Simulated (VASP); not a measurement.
## BeS4: relaxation of cell and atoms with PBE

The system is BeS4.

```
CELL_PARAMETERS angstrom
4.77061 0.00000 0.00000
-2.38530 4.13147 0.00000
0.00000 0.00000 5.02886
ATOMIC_POSITIONS crystal
Be 0.00000 0.00000 0.00000
S 0.33333 0.66667 0.69250
S 0.33333 0.66667 0.30750
S 0.66667 0.33333 0.30750
S 0.66667 0.33333 0.69250
```

The cell was built from a structure type or drawn by symmetry, and may not be a known phase.

```json
{
  "Program": "VASP 6.6.1",
  "Task": "relaxation of cell and atoms",
  "Functional": "PBE",
  "Potentials or basis": "VASP PAW PBE potentials, release 64 (Be, S)",
  "Cutoff": "600 eV",
  "k mesh": "6 × 6 × 4",
  "Occupations": "gaussian, width 0.1 eV",
  "Spin": "no spin polarisation",
  "Dipole correction": "no",
  "Further INCAR settings": "ALGO = Normal; EDIFF = 1e-07; IBRION = 2; EDIFFG = -0.04; NSW = 90; ISIF = 3"
}
```

* Relaxed volume: 22.13 Å³/atom
* Relaxed cell: a = 5.097 Å, b = 5.097 Å, c = 4.916 Å, α = 90.00°, β = 90.00°, γ = 120.00°
* Space group after relaxing (to 0.1 Å): P6/mmm (No. 191)
* Energy gained by relaxing: 61.0 meV/atom
* Ionic steps: 6
* Pressure after relaxing: 0.0 GPa
* Largest force after relaxing: 0.023 eV/Å
* Band gap on the k mesh: zero (bands 13 and 14 overlap by 1.01 eV)

Forces in eV/Å, atoms in the order of the input:
```
Be   0.000  0.000  0.000
S    0.000  0.000  0.023
S    0.000  0.000 -0.023
S    0.000  0.000 -0.023
S    0.000  0.000  0.023
```

Stress tensor (GPa, compression positive):
```
-0.07  0.00  0.00
 0.00 -0.07  0.00
 0.00  0.00  0.17
```

The path:
| step | energy change (eV) | largest force (eV/Å) | pressure (GPa) | volume (Å³) |
| --- | --- | --- | --- | --- |
| 1 | 0.0000 | 0.2978 | 2.95 | 99.12 |
| 2 | -0.1686 | 1.7475 | 4.90 | 104.28 |
| 3 | -0.1883 | 1.1372 | 4.28 | 103.12 |
| 4 | -0.3030 | 0.0125 | 0.25 | 109.39 |
| 5 | -0.3039 | 0.1227 | -0.12 | 110.08 |
| 6 | -0.3051 | 0.0234 | 0.01 | 110.63 |

Final structure:
```
Be S
1.0
     5.09731    0.00000    0.00000
    -2.54865    4.41440    0.00000
     0.00000    0.00000    4.91635
Be S
1 4
Direct
  0.00000 0.00000 0.00000
  0.33333 0.66667 0.69414
  0.33333 0.66667 0.30586
  0.66667 0.33333 0.30586
  0.66667 0.33333 0.69414
```

Levels at points of the mesh, in eV from the Fermi level:
| k point | band 9 | band 10 | band 11 | band 12 | band 13 | band 14 | band 15 | band 16 | band 17 |
| --- | --- | --- | --- | --- | --- | --- | --- | --- | --- |
| (0.00, 0.00, 0.00) | -3.08 | -3.08 | -1.53 | -1.53 | -0.47 | 1.00 | 1.00 | 3.20 | 3.20 |
| (0.50, 0.00, 0.00) | -2.97 | -1.95 | -1.92 | -1.28 | -0.44 | 0.97 | 1.86 | 2.38 | 3.61 |
| (0.00, 0.00, 0.50) | -2.63 | -2.63 | -2.49 | -2.49 | -0.74 | -0.50 | -0.50 | 1.83 | 2.02 |
| (0.50, 0.00, 0.50) | -3.18 | -3.15 | -2.59 | -1.72 | 0.08 | 1.16 | 1.20 | 1.53 | 2.53 |

Wall time 2.3 min on 1 thread of AMD EPYC 7R13 Processor (Zen 3), with other jobs on the host, peak memory 0.22 GiB.
